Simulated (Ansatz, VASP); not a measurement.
# Pb: VASP and Ansatz over several settings

```
Pb
1.0
     0.00000    2.42450    2.42450
     2.42450    0.00000    2.42450
     2.42450    2.42450    0.00000
Pb
1
Direct
  0.00000 0.00000 0.00000
```

Single points on this cell with VASP 6.6.1 and Ansatz 0.2.0. Each row is one pair of runs. Alike in all rows: smearing: fermi-dirac, width 0.05 eV; VASP's potentials, cutoff: VASP PAW PBE potentials, release 64 (Pb_d), 520 eV.

| level | spin | k mesh | Ansatz's potentials, cutoff | pressure (GPa), VASP | pressure (GPa), Ansatz |
| --- | --- | --- | --- | --- | --- |
| BHLYP | off | 5 × 5 × 5 | Ansatz PAW, 420 eV | 6.3 | 6.5 |
| PBEsol-based screened hybrid | off | 5 × 5 × 5 | Ansatz PAW, 420 eV | 1.9 | 2.0 |
| r2SCAN | non-collinear, zero start, SOC | 9 × 9 × 9 | Ansatz PAW, 500 eV | 4.7 | 4.7 |

Pressure (GPa): the two programs differ by at most 0.17.

The k mesh is coarse in some rows, so the values compare programs but aren't converged.
